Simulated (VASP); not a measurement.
The system is Ir.

```
Ir
1.0
     2.75138    0.00000    0.00000
    -1.37569    2.38276    0.00000
     0.00000    0.00000    4.46229
Ir
2
Cartesian
  1.3757 0.7943 3.3467
  0.0000 1.5885 1.1156
```

Base run:

- Program: VASP 6.6.1
- Functional: r2SCAN
- Potentials or basis: VASP PAW PBE potentials, release 64 (Ir)
- Cutoff: 520 eV
- k mesh: 8 × 8 × 5
- Occupations: fermi-dirac, width 0.15 eV
- Spin: no spin polarisation

Its results: band gap on the k mesh zero (band 9 reaches 10.68 eV, above the bottom of band 10 at 7.53 eV); pressure -4.9 GPa.

**Question.** After a change of settings the same cell gave: band gap on the k mesh zero (band 9 reaches 10.72 eV, above the bottom of band 10 at 8.31 eV); pressure -9.8 GPa. Which change was it?
A. k mesh from 8 × 8 × 5 to 6 × 6 × 4; further incar settings from ALGO = Normal; EDIFF = 1e-06; NBANDS = 16 to ALGO = Normal; EDIFF = 1e-07; NBANDS = 16
B. k mesh from 8 × 8 × 5 to 5 × 5 × 3
C. k mesh from 8 × 8 × 5 to 4 × 4 × 3
D. k mesh from 8 × 8 × 5 to 3 × 3 × 2; further incar settings from ALGO = Normal; EDIFF = 1e-06; NBANDS = 16 to ALGO = Normal; EDIFF = 1e-07; NBANDS = 16

**Answer.** C.

Caveats: some runs use coarse meshes; the PAW data sets were made with another functional, which shifts forces and pressure a little; spin-orbit coupling is left out, which moves the levels of the heavy elements.
